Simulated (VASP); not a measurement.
# CuSi16 (a cell with a defect) in VASP: single point with PBEsol

Aim: the single point of CuSi16 (a cell with a defect) with PBEsol.

Everything below comes from runs of VASP 6.6.1. Logs are shortened: lines on timing, memory, paths and dates and some standing lists are left out, and cuts for length are marked.

**1. The cell of the first run**

The cell holds a defect, 17 atoms: a = 7.679 Å, b = 7.679 Å, c = 7.679 Å, α = 60.00°, β = 60.00°, γ = 60.00°.

**2. Single point, PBEsol, collinear spin, zero start**

INCAR

```
  ALGO = Normal
  EDIFF = 1E-7
  ENCUT = 520
  GGA = PS
  ISIF = 2
  ISMEAR = -1
  ISPIN = 2
  LASPH = T
  LCHARG = F
  LMAXMIX = 4
  LORBIT = 11
  LREAL = Auto
  LWAVE = F
  MAGMOM = 0 0 0 0 0 0 0 0 0 0 0 0 0 0 0 0 0
  NBANDS = 56
  NELM = 150
  PREC = Accurate
  SIGMA = 0.02
```

KPOINTS

```
k-points
0
Gamma
  2 2 2
```

POSCAR

```
CuSi16
1.0
    0.0000000000      5.4300000000      5.4300000000
    5.4300000000      0.0000000000      5.4300000000
    5.4300000000      5.4300000000      0.0000000000
Si Cu
16 1
Direct
    0.0074614180     -0.0176190608      0.0063428177
    0.1267579190      0.1160221915      0.1257065378
    0.0092699816     -0.0015268877      0.4987504604
    0.1429250460      0.1177883978      0.6180836096
   -0.0095850829      0.4890782689     -0.0106403315
    0.1140458564      0.6127331492      0.1130101289
    0.0074675875      0.5060580110      0.4826578269
    0.1267543278      0.6254279926      0.6163022099
    0.4998059853     -0.0015161142      0.0082093002
    0.6191641805      0.1177619705      0.1418748619
    0.5125431860      0.0112194291      0.5114923573
    0.6362035912      0.1348604972      0.6351378453
    0.4836889503      0.5061051565      0.0063963168
    0.6173529466      0.6254299263      0.1257046961
    0.4998047882      0.5079329650      0.4987600368
    0.6191510129      0.6416033149      0.6180440147
    0.8131430018      0.3118487109      0.8121185083
```

Potentials or basis: VASP PAW PBE potentials, release 64 (Si, Cu).

On the command line:

```
$ cat potpaw_PBE.64/Si/POTCAR potpaw_PBE.64/Cu/POTCAR > POTCAR
$ mpirun -np 1 vasp_std > vasp.out
```

OUTCAR:

```text
EDIFF = 1E-7
   ENCUT = 520
   GGA = PS
   ISIF = 2
   ISMEAR = -1
   ISPIN = 2
   LASPH = T
   LORBIT = 11
   LREAL = Auto
   NELM = 150
   PREC = Accurate

 ion  position               nearest neighbor table
   1  0.007  0.982  0.006-   6 2.33   2 2.34  17 2.35   4 2.44  10 2.44
   2  0.127  0.116  0.126-   1 2.34   3 2.34   9 2.34   5 2.34
   3  0.009  0.998  0.499-   4 2.34   2 2.34   8 2.34  12 2.34
   4  0.143  0.118  0.618-  11 2.33   3 2.34  17 2.35   1 2.44   7 2.44
   5  0.990  0.489  0.989-   6 2.33   2 2.34   8 2.34  14 2.34
   6  0.114  0.613  0.113-   5 2.33  13 2.33   7 2.33   1 2.33
   7  0.007  0.506  0.483-   6 2.33   8 2.34  17 2.35   4 2.44  16 2.44
   8  0.127  0.625  0.616-   7 2.34   3 2.34  15 2.34   5 2.34
   9  0.500  0.998  0.008-  10 2.34   2 2.34  14 2.34  12 2.34
  10  0.619  0.118  0.142-  11 2.33   9 2.34  17 2.35   1 2.44  13 2.44
  11  0.513  0.011  0.511-  12 2.33  16 2.33  10 2.33   4 2.33
  12  0.636  0.135  0.635-  11 2.33   3 2.34   9 2.34  15 2.34
  13  0.484  0.506  0.006-   6 2.33  14 2.34  17 2.35  10 2.44  16 2.44
  14  0.617  0.625  0.126-  13 2.34   9 2.34  15 2.34   5 2.34
  15  0.500  0.508  0.499-  16 2.34   8 2.34  14 2.34  12 2.34
  16  0.619  0.642  0.618-  11 2.33  15 2.34  17 2.35   7 2.44  13 2.44
  17  0.813  0.312  0.812-  16 2.35  10 2.35   4 2.35  13 2.35   7 2.35   1 2.35

  LATTYP: Found a face centered cubic cell.
 ALAT       =    10.8600000000

  Lattice vectors:

 A1 = (   0.0000000000,   5.4300000000,   5.4300000000)
 A2 = (   5.4300000000,   0.0000000000,   5.4300000000)
 A3 = (   5.4300000000,   5.4300000000,   0.0000000000)

Analysis of symmetry for initial positions (statically):
=====================================================================
 Subroutine PRICEL returns:
 Original cell was already a primitive cell.

 Routine SETGRP: Setting up the symmetry group for a
 face centered cubic supercell.

 Subroutine GETGRP returns: Found  1 space group operations
 (whereof  1 operations were pure point group operations)
 out of a pool of 48 trial point group operations.

The static configuration has the point symmetry C_1 .

Analysis of symmetry for dynamics (positions and initial velocities):
=====================================================================
 Subroutine PRICEL returns:
 Original cell was already a primitive cell.

 Routine SETGRP: Setting up the symmetry group for a
 face centered cubic supercell.

 Subroutine GETGRP returns: Found  1 space group operations
 (whereof  1 operations were pure point group operations)
 out of a pool of 48 trial point group operations.

The dynamic configuration has the point symmetry C_1 .

Analysis of structural, dynamic, and magnetic symmetry:
=====================================================================
 Subroutine PRICEL returns:
 Original cell was already a primitive cell.

 Routine SETGRP: Setting up the symmetry group for a
 face centered cubic supercell.

 Subroutine GETGRP returns: Found  1 space group operations
 (whereof  1 operations were pure point group operations)
 out of a pool of 48 trial point group operations.

The overall configuration has the point symmetry C_1 .

 Subroutine INISYM returns: Found  1 space group operations
 (whereof  1 operations are pure point group operations),
 and found     1 'primitive' translations

----------------------------------------------------------------------------------------

                                     Primitive cell

  volume of cell :     320.2060

  direct lattice vectors                    reciprocal lattice vectors
     0.000000000  5.430000000  5.430000000    -0.092081031  0.092081031  0.092081031
     5.430000000  0.000000000  5.430000000     0.092081031 -0.092081031  0.092081031
     5.430000000  5.430000000  0.000000000     0.092081031  0.092081031 -0.092081031

  length of vectors
     7.679179644  7.679179644  7.679179644     0.159489025  0.159489025  0.159489025

  position of ions in fractional coordinates (direct lattice)
     0.007461418  0.982380939  0.006342818
     0.126757919  0.116022192  0.125706538
     0.009269982  0.998473112  0.498750460
     0.142925046  0.117788398  0.618083610
     0.990414917  0.489078269  0.989359669
     0.114045856  0.612733149  0.113010129
[... 9 lines left out ...]
     0.619151013  0.641603315  0.618044015
     0.813143002  0.311848711  0.812118508

  ion indices of the primitive-cell ions
   primitive index   ion index
[... 62 lines left out ...]
 SYSTEM =  unknown system
   PREC   = accura    normal or accurate (medium, high low for compatibility)
   ISTART =      0    job   : 0-new  1-cont  2-samecut
   ICHARG =      2    charge: 1-file 2-atom 10-const
   ISPIN  =      2    spin polarized calculation?
   LNONCOLLINEAR =      F non collinear calculations
   LSORBIT =      F    spin-orbit coupling
   LASPH  =      T    aspherical Exc in radial PAW
   ENCUT  =  520.0 eV  38.22 Ry    6.18 a.u.  14.28 14.28 14.28*2*pi/ulx,y,z
   NELM   =    150;   NELMIN=  2; NELMDL= -5     # of ELM steps
   EDIFF  = 0.1E-06   stopping-criterion for ELM
   LREAL  =      T    real-space projection
   EDIFFG = 0.1E-05   stopping-criterion for IOM
   NSW    =      0    number of steps for IOM
   IBRION =     -1    ionic relax: 0-MD 1-quasi-New 2-CG
   NFREE  =      0    steps in history (QN), initial steepest desc. (CG)
   ISIF   =      2    stress and relaxation
   ISYM   =      2    0-nonsym 1-usesym 2-fastsym
   POTIM  = 0.5000    time-step for ionic-motion
   TEBEG  =    0.0;   TEEND  =   0.0 temperature during run
   PSTRESS=    0.0 pullay stress
   NELECT =      75.0000    total number of electrons
   NUPDOWN=      -1.0000    fix difference up-down
   EMIN   =  10.00;   EMAX   =-10.00  energy-range for DOS
   EFERMI =   0.00;   METHOD = LEGACY
   ISMEAR =    -1;   SIGMA  =   0.02  broadening in eV -4-tet -1-fermi 0-gaus
   EFERMI_NEDOS =   21; number of points for ismear=-14 and -15
   IALGO  =     38    algorithm
   IMIX   =      4    mixing-type and parameters
     AMIX     =   0.40;   BMIX     =  1.00
     AMIX_MAG =   1.60;   BMIX_MAG =  1.00
  volume/ion in A,a.u.               =      18.84       127.11
  Fermi-wavevector in a.u.,A,eV,Ry     =   1.009142  1.907001 13.855720  1.018367
  Thomas-Fermi vector in A             =   2.142052
   LORBIT       =     11    0 simple, 1 ext, 2 COOP (PROOUT), +10 PAW based schemes
   GGA     = PS    functional components
   LHFCALC =     F    Hartree Fock is set to
   AEXX    =    0.0000 exact exchange contribution
   IVDW    =     0    specifies the selected vdW correction
   LEPSILON=     F    determine dielectric tensor
   LRPA    =     F    only Hartree local field effects (RPA)
 spin polarized calculation
  energy-cutoff  :      520.00
  volume of cell :      320.21
 maximum number of plane-waves:      8646
 NGX is ok and might be reduce to    60
   NGX = 29   NGY = 29   NGZ = 29

 number of electron      74.9999995 magnetization       0.0000138

 number of electron      74.9999995 magnetization      -0.0000061

 Free energy of the ion-electron system (eV)
  ---------------------------------------------------
  ext. energy  EPLUGINS =         0.00000000
  ---------------------------------------------------
  free energy    TOTEN  =       -93.48166915 eV

  energy without entropy =      -93.47428250  energy(sigma->0) =      -93.47797583

 E-fermi :   6.7802     XC(G=0):  -9.8232

 val. band max:        6.7446473729   @ k =   0.0000   0.0000   0.0000
 cond. band min:       6.7990167175   @ k =   0.5000   0.5000   0.5000
 fundamental gap:      0.0543693446
 Fermi energy:         6.7802281039

 spin component 1

 k-point     1 :       0.0000    0.0000    0.0000
  band No.  band energies     occupation
      1      -6.0129      1.00000
      2      -3.6604      1.00000
      3      -3.5809      1.00000
      4      -3.5809      1.00000
      5      -3.5646      1.00000
      6      -2.0603      1.00000
[... 405 lines left out ...]
     48      10.2698      0.00000
     49      10.2846      0.00000
 Fermi energy:         6.7802281039

 spin component 2

 k-point     1 :       0.0000    0.0000    0.0000
  band No.  band energies     occupation
      1      -6.0129      1.00000
      2      -3.6604      1.00000
      3      -3.5809      1.00000
      4      -3.5809      1.00000
      5      -3.5646      1.00000
      6      -2.0603      1.00000
[... 405 lines left out ...]
     48      10.2698      0.00000
     49      10.2846      0.00000
 [bands above 49 left out]

------------------------ aborting loop because EDIFF is reached ----------------------------------------

  FORCE on cell =-STRESS in cart. coord.  units (eV):
  Direction    XX          YY          ZZ          XY          YZ          ZX
  --------------------------------------------------------------------------------------
  -------------------------------------------------------------------------------------
  Total        4.7149323      4.7122118      4.7100143      0.6643822      0.6623104      0.6648152
  in kB       23.5915545     23.5779421     23.5669471      3.3242915      3.3139249      3.3264581
  external PRESSURE =      23.5788145 kB  Pullay stress =       0.0000000 kB

 VOLUME and BASIS-vectors are now :
 -----------------------------------------------------------------------------
  energy-cutoff  :      520.00
  volume of cell :      320.21
      direct lattice vectors                 reciprocal lattice vectors
     0.000000000  5.430000000  5.430000000    -0.092081031  0.092081031  0.092081031
     5.430000000  0.000000000  5.430000000     0.092081031 -0.092081031  0.092081031
     5.430000000  5.430000000  0.000000000     0.092081031  0.092081031 -0.092081031

 POSITION                                       TOTAL-FORCE (eV/Angst)
 -----------------------------------------------------------------------------------
      5.36877      0.07496      5.37484        -0.003346      0.016305     -0.005030
      1.31259      1.37088      1.31830        -0.001883     -0.001126     -0.000160
      8.12992      2.75855      5.47204         0.000341      0.000460      0.000614
      3.99579      4.13228      1.41567        -0.015116      0.002716      0.002738
      8.02792     10.75018      8.03365         0.011398      0.009514      0.009674
      3.94079      1.23291      3.94641        -0.015250     -0.014451     -0.014248
[... 9 lines left out ...]
      6.83988      6.71797      6.84590         0.003386     -0.012978      0.002025
      6.10314      8.82517      6.10870        -0.000081      0.000188      0.000073
 -----------------------------------------------------------------------------------
    total drift:                               -0.001033     -0.001533     -0.000750

  FREE ENERGIE OF THE ION-ELECTRON SYSTEM (eV)
  ---------------------------------------------------
  free  energy   TOTEN  =       -93.4816691488 eV

  energy  without entropy=      -93.4742825013  energy(sigma->0) =      -93.47797583

 total charge

# of ion       s       p       d       tot
------------------------------------------
    1        0.738   0.948   0.000   1.686
    2        0.743   0.954   0.000   1.697
    3        0.743   0.954   0.000   1.697
    4        0.738   0.948   0.000   1.686
    5        0.741   0.955   0.000   1.696
    6        0.752   0.939   0.000   1.692
[... 9 lines left out ...]
   16        0.738   0.948   0.000   1.686
   17        0.510   0.477   9.211  10.199
--------------------------------------------------
tot         12.386  15.673   9.211  37.270

 magnetization (x)

# of ion       s       p       d       tot
------------------------------------------
    1       -0.000  -0.000   0.000  -0.000
    2       -0.000  -0.000   0.000  -0.000
    3       -0.000   0.000   0.000  -0.000
    4        0.000  -0.000   0.000   0.000
    5       -0.000   0.000   0.000   0.000
    6       -0.000  -0.000   0.000  -0.000
[... 9 lines left out ...]
   16        0.000   0.000   0.000   0.000
   17       -0.000   0.000  -0.000  -0.000
--------------------------------------------------
tot         -0.000   0.000  -0.000  -0.000
```

Run time: 22 min. Hardware: 1 thread of Intel Xeon 8259CL, shared host; peak memory 0.73 GiB.

Results:

* Free energy: -93.4817 eV
* Pressure: 2.4 GPa
* Largest force: 0.027 eV/Å
* Net moment: 0.00 μB per cell
* Valence electrons inside the program's atomic spheres: Si 1.69, 1.70 (each value once); Cu 10.20

Forces on the atoms (eV/Å):
```
Si  -0.003  0.016 -0.005
Si  -0.002 -0.001  0.000
Si   0.000  0.000  0.001
Si  -0.015  0.003  0.003
Si   0.011  0.010  0.010
Si  -0.015 -0.014 -0.014
Si  -0.003 -0.005  0.016
Si  -0.002  0.000 -0.001
Si   0.001  0.001  0.000
Si   0.004  0.001 -0.014
Si   0.016  0.016  0.015
Si  -0.008 -0.009 -0.009
Si   0.012 -0.002 -0.002
Si  -0.001 -0.001 -0.001
Si   0.001 -0.001  0.001
Si   0.003 -0.013  0.002
Cu   0.000  0.000  0.000
```

Caveat: the k points lie up to 0.50 Å⁻¹ apart; no moment was typed at the start, so none could form; the PAW data sets were made with another functional, which shifts forces and pressure a little.
